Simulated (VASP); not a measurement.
# CoO (Fm-3m) in VASP: notebook

The runs below take CoO through single point, with PBEsol.

All numbers are computed with VASP 6.6.1; they aren't measurements. Logs are shortened: lines on timing, memory, paths and dates and some standing lists are left out, and cuts for length are marked.

## (1) The cell of the first run

It takes space group Fm-3m (No. 225, cubic). The conventional cell has a = 4.205 Å, b = 4.205 Å, c = 4.205 Å, α = 90.00°, β = 90.00°, γ = 90.00°. Co (site symmetry m-3m) has 6 O at 2.10 Å within 2.8 Å. Within 2.8 Å of O (site symmetry m-3m) lie 6 Co at 2.10 Å.

## (2) Single point, PBEsol, collinear spin, ferromagnetic start (volume scaled by 0.96)

The input, INCAR:

```
SYSTEM = CoO
PREC     = Accurate       ! precision mode
ENCUT    = 520            ! plane-wave cutoff, eV
EDIFF    = 1E-6           ! SCF threshold, eV
ISMEAR   = -1             ! smearing method
SIGMA    = 0.05           ! smearing width, eV
LREAL    = .FALSE.        ! projectors in reciprocal space
LASPH    = .TRUE.         ! aspherical terms in the spheres
NELM     = 150            ! most SCF steps
ALGO     = Normal         ! electronic algorithm
ISIF     = 2              ! what is computed and relaxed
LWAVE    = .FALSE.        ! write WAVECAR
LCHARG   = .FALSE.        ! write CHGCAR
ISPIN    = 2              ! spin polarisation
MAGMOM   = 2 0            ! initial moments
LORBIT   = 11             ! projections on sites
LMAXMIX  = 4              ! l up to which the mixer works
GGA      = PS             ! functional
NBANDS   = 18             ! bands
```

The input, KPOINTS:

```
Automatic mesh
0
G
  16 16 16
  0 0 0
```

The input, POSCAR:

```
CoO
1.0
    0.0000000000      2.1026924146      2.1026924146
    2.1026924146      0.0000000000      2.1026924146
    2.1026924146      2.1026924146      0.0000000000
Co O
1 1
Direct
    0.0000000000      0.0000000000      0.0000000000
    0.5000000000      0.5000000000      0.5000000000
```

Potentials or basis: VASP PAW PBE potentials, release 64 (Co, O).

Launch:

```
> cat potpaw_PBE.64/Co/POTCAR potpaw_PBE.64/O/POTCAR > POTCAR
> mpirun -np 1 vasp_std > vasp.out
```

OUTCAR:

```text
SYSTEM = CoO
   PREC = Accurate
   ENCUT = 520
   EDIFF = 1E-6
   ISMEAR = -1
   LREAL = .FALSE.
   LASPH = .TRUE.
   NELM = 150
   ISIF = 2
   ISPIN = 2
   LORBIT = 11
   GGA = PS

 ion  position               nearest neighbor table
   1  0.000  0.000  0.000-   2 2.10   2 2.10   2 2.10   2 2.10   2 2.10   2 2.10
   2  0.500  0.500  0.500-   1 2.10   1 2.10   1 2.10   1 2.10   1 2.10   1 2.10

  LATTYP: Found a face centered cubic cell.
 ALAT       =     4.2053848292

  Lattice vectors:

 A1 = (   0.0000000000,   2.1026924146,   2.1026924146)
 A2 = (   2.1026924146,   0.0000000000,   2.1026924146)
 A3 = (   2.1026924146,   2.1026924146,   0.0000000000)

Analysis of symmetry for initial positions (statically):
=====================================================================
 Subroutine PRICEL returns:
 Original cell was already a primitive cell.

 Routine SETGRP: Setting up the symmetry group for a
 face centered cubic supercell.

 Subroutine GETGRP returns: Found 48 space group operations
 (whereof 48 operations were pure point group operations)
 out of a pool of 48 trial point group operations.

The static configuration has the point symmetry O_h .

Analysis of symmetry for dynamics (positions and initial velocities):
=====================================================================
 Subroutine PRICEL returns:
 Original cell was already a primitive cell.

 Routine SETGRP: Setting up the symmetry group for a
 face centered cubic supercell.

 Subroutine GETGRP returns: Found 48 space group operations
 (whereof 48 operations were pure point group operations)
 out of a pool of 48 trial point group operations.

The dynamic configuration has the point symmetry O_h .

Analysis of structural, dynamic, and magnetic symmetry:
=====================================================================
 Subroutine PRICEL returns:
 Original cell was already a primitive cell.

 Routine SETGRP: Setting up the symmetry group for a
 face centered cubic supercell.

 Subroutine GETGRP returns: Found 48 space group operations
 (whereof 48 operations were pure point group operations)
 out of a pool of 48 trial point group operations.

The overall configuration has the point symmetry O_h .

 Subroutine INISYM returns: Found 48 space group operations
 (whereof 48 operations are pure point group operations),
 and found     1 'primitive' translations

----------------------------------------------------------------------------------------

                                     Primitive cell

  volume of cell :      18.5933

  direct lattice vectors                    reciprocal lattice vectors
     0.000000000  2.102692415  2.102692415    -0.237790367  0.237790367  0.237790367
     2.102692415  0.000000000  2.102692415     0.237790367 -0.237790367  0.237790367
     2.102692415  2.102692415  0.000000000     0.237790367  0.237790367 -0.237790367

  length of vectors
     2.973656130  2.973656130  2.973656130     0.411864996  0.411864996  0.411864996

  position of ions in fractional coordinates (direct lattice)
     0.000000000  0.000000000  0.000000000
     0.500000000  0.500000000  0.500000000

  ion indices of the primitive-cell ions
   primitive index   ion index
                 1           1
                 2           2

----------------------------------------------------------------------------------------

 KPOINTS: Automatic mesh

Automatic generation of k-mesh.
 Grid dimensions read from file:
 generate k-points for:   16   16   16

 Generating k-lattice:

  Cartesian coordinates                     Fractional coordinates (reciprocal lattice)
    -0.014861898  0.014861898  0.014861898     0.062500000  0.000000000  0.000000000
     0.014861898 -0.014861898  0.014861898     0.000000000  0.062500000  0.000000000
     0.014861898  0.014861898 -0.014861898     0.000000000  0.000000000  0.062500000

  Length of vectors
     0.025741562  0.025741562  0.025741562

  Shift w.r.t. Gamma in fractional coordinates (k-lattice)
     0.000000000  0.000000000  0.000000000

 Subroutine IBZKPT returns following result:
 ===========================================

 Found    145 irreducible k-points:

 Following reciprocal coordinates:
            Coordinates               Weight
  0.000000  0.000000  0.000000      1.000000
  0.062500  0.000000  0.000000      8.000000
  0.125000  0.000000  0.000000      8.000000
  0.187500  0.000000  0.000000      8.000000
  0.250000  0.000000  0.000000      8.000000
  0.312500  0.000000  0.000000      8.000000
[... 16 lines left out ...]
 -0.125000  0.062500  0.000000     24.000000
 -0.062500  0.062500  0.000000     12.000000
 [... further k-points ...]
   k-points           NKPTS =    145   k-points in BZ     NKDIM =    145   number of bands    NBANDS=     18
   number of dos      NEDOS =    301   number of ions     NIONS =      2
   total plane-waves  NPLWV =  13824
   dimension x,y,z NGX =    24 NGY =   24 NGZ =   24
   dimension x,y,z NGXF=    48 NGYF=   48 NGZF=   48
   ions per type =               1   1
   NGX,Y,Z   is equivalent  to a cutoff of  13.42, 13.42, 13.42 a.u.
   NGXF,Y,Z  is equivalent  to a cutoff of  26.83, 26.83, 26.83 a.u.
 SYSTEM =  CoO
   PREC   = accura    normal or accurate (medium, high low for compatibility)
   ISTART =      0    job   : 0-new  1-cont  2-samecut
   ICHARG =      2    charge: 1-file 2-atom 10-const
   ISPIN  =      2    spin polarized calculation?
   LNONCOLLINEAR =      F non collinear calculations
   LSORBIT =      F    spin-orbit coupling
   LASPH  =      T    aspherical Exc in radial PAW
   ENCUT  =  520.0 eV  38.22 Ry    6.18 a.u.   5.53  5.53  5.53*2*pi/ulx,y,z
   NELM   =    150;   NELMIN=  2; NELMDL= -5     # of ELM steps
   EDIFF  = 0.1E-05   stopping-criterion for ELM
   LREAL  =      F    real-space projection
[... 7 lines left out ...]
   TEBEG  =    0.0;   TEEND  =   0.0 temperature during run
   PSTRESS=    0.0 pullay stress
   NELECT =      15.0000    total number of electrons
   NUPDOWN=      -1.0000    fix difference up-down
   EMIN   =  10.00;   EMAX   =-10.00  energy-range for DOS
   EFERMI =   0.00;   METHOD = LEGACY
   ISMEAR =    -1;   SIGMA  =   0.05  broadening in eV -4-tet -1-fermi 0-gaus
   EFERMI_NEDOS =   21; number of points for ismear=-14 and -15
   IALGO  =     38    algorithm
   IMIX   =      4    mixing-type and parameters
     AMIX     =   0.40;   BMIX     =  1.00
     AMIX_MAG =   1.60;   BMIX_MAG =  1.00
  volume/ion in A,a.u.               =       9.30        62.74
  Fermi-wavevector in a.u.,A,eV,Ry     =   1.524004  2.879950 31.600740  2.322589
  Thomas-Fermi vector in A             =   2.632370
   LORBIT       =     11    0 simple, 1 ext, 2 COOP (PROOUT), +10 PAW based schemes
   GGA     = PS    functional components
   LHFCALC =     F    Hartree Fock is set to
   AEXX    =    0.0000 exact exchange contribution
   IVDW    =     0    specifies the selected vdW correction
   LEPSILON=     F    determine dielectric tensor
   LRPA    =     F    only Hartree local field effects (RPA)
 spin polarized calculation
  energy-cutoff  :      520.00
  volume of cell :       18.59
 maximum number of plane-waves:       531
 NGX is ok and might be reduce to    24
   NGX = 11   NGY = 11   NGZ = 11

 number of electron      14.9999998 magnetization       2.8175090

 Free energy of the ion-electron system (eV)
  ---------------------------------------------------
  ext. energy  EPLUGINS =         0.00000000
  ---------------------------------------------------
  free energy    TOTEN  =       -13.99660154 eV

  energy without entropy =      -13.96251248  energy(sigma->0) =      -13.97955701

 E-fermi :   8.3770     XC(G=0): -12.8846

 val. band max:        8.3746275285   @ k =  -0.3125   0.1250   0.0000
 cond. band min:       8.3795652936   @ k =   0.1250   0.0625   0.0000
 fundamental gap:      0.0049377651
 Fermi energy:         8.3769732397

 spin component 1

 k-point     1 :       0.0000    0.0000    0.0000
  band No.  band energies     occupation
      1     -12.2214      1.00000
      2       4.9753      1.00000
      3       4.9753      1.00000
      4       4.9753      1.00000
      5       5.1121      1.00000
      6       5.1121      1.00000
[... 10 lines left out ...]
     17      30.3415      0.00000
     18      33.5888      0.00000

 k-point     2 :       0.0625    0.0000    0.0000
  band No.  band energies     occupation
      1     -12.1771      1.00000
      2       4.4323      1.00000
      3       4.4323      1.00000
      4       4.4702      1.00000
      5       5.2399      1.00000
      6       5.2399      1.00000
[... 10 lines left out ...]
     17      30.8510      0.00000
     18      34.3492      0.00000
[... 442 lines left out ...]
 k-point    24 :      -0.0625    0.0625    0.0000
  band No.  band energies     occupation
      1     -12.1049      1.00000
      2       3.8321      1.00000
      3       3.9430      1.00000
      4       4.4337      1.00000
      5       5.2581      1.00000
      6       5.2736      1.00000
[... 10 lines left out ...]
     17      31.8731      0.00000
     18      34.5477      0.00000

 [... further k-points ...]

 spin component 2

 k-point     1 :       0.0000    0.0000    0.0000
  band No.  band energies     occupation
      1     -11.7222      1.00000
      2       5.5429      1.00000
      3       5.5429      1.00000
      4       5.5429      1.00000
      5       7.1828      1.00000
      6       7.1828      1.00000
[... 10 lines left out ...]
     17      31.2673      0.00000
     18      34.4051      0.00000

 k-point     2 :       0.0625    0.0000    0.0000
  band No.  band energies     occupation
      1     -11.6768      1.00000
      2       5.1622      1.00000
      3       5.3787      1.00000
      4       5.3787      1.00000
      5       7.2398      1.00000
      6       7.2398      1.00000
[... 10 lines left out ...]
     17      31.7201      0.00000
     18      35.1906      0.00000
[... 442 lines left out ...]
 k-point    24 :      -0.0625    0.0625    0.0000
  band No.  band energies     occupation
      1     -11.6028      1.00000
      2       4.6425      1.00000
      3       5.1086      1.00000
      4       5.2410      1.00000
      5       7.2420      1.00000
      6       7.3753      1.00000
[... 10 lines left out ...]
     17      32.6991      0.00000
     18      35.3810      0.00000

 [... further k-points ...]
[... 5 lines left out ...]
  --------------------------------------------------------------------------------------
  -------------------------------------------------------------------------------------
  Total       -0.6089086     -0.6089086     -0.6089086     -0.0000000      0.0000000     -0.0000000
  in kB      -52.4693189    -52.4693189    -52.4693189     -0.0000000      0.0000000     -0.0000000
  external PRESSURE =     -52.4693189 kB  Pullay stress =       0.0000000 kB

 VOLUME and BASIS-vectors are now :
 -----------------------------------------------------------------------------
  energy-cutoff  :      520.00
  volume of cell :       18.59
      direct lattice vectors                 reciprocal lattice vectors
     0.000000000  2.102692415  2.102692415    -0.237790367  0.237790367  0.237790367
     2.102692415  0.000000000  2.102692415     0.237790367 -0.237790367  0.237790367
     2.102692415  2.102692415  0.000000000     0.237790367  0.237790367 -0.237790367

 POSITION                                       TOTAL-FORCE (eV/Angst)
 -----------------------------------------------------------------------------------
      0.00000      0.00000      0.00000        -0.000000      0.000000      0.000000
      2.10269      2.10269      2.10269         0.000000      0.000000      0.000000
 -----------------------------------------------------------------------------------
    total drift:                                0.000000     -0.000000     -0.000000

  FREE ENERGIE OF THE ION-ELECTRON SYSTEM (eV)
  ---------------------------------------------------
  free  energy   TOTEN  =       -13.9966015364 eV

  energy  without entropy=      -13.9625124753  energy(sigma->0) =      -13.97955701

 total charge

# of ion       s       p       d       tot
------------------------------------------
    1        0.308   0.387   7.180   7.874
    2        1.551   3.415   0.000   4.966
--------------------------------------------------
tot          1.859   3.802   7.180  12.841

 magnetization (x)

# of ion       s       p       d       tot
------------------------------------------
    1        0.020   0.018   2.441   2.480
    2        0.030   0.259   0.000   0.289
--------------------------------------------------
tot          0.050   0.277   2.441   2.769
```

It took 37 s on 1 thread of Intel Xeon 6975P-C (Granite Rapids), shared host; peak memory 0.2 GiB.

What came out:

```yaml
Free_energy: -13.9966 eV
Pressure: -5.2 GPa
Net_moment: 2.82 μB per cell
Site_moments: Co +2.48; O +0.29 μB
Valence_electrons_inside_the_program's_atomic_spheres: Co 7.87; O 4.97
```

Caveat: the PAW data sets were made with another functional, which shifts forces and pressure a little; a cell with one magnetic atom can't hold antiferromagnetic order, which such compounds often take; semilocal functionals often make such compounds metallic where correlation or magnetic order opens a gap, which also shifts bond lengths.

(Part 1 of 2 ends here.)
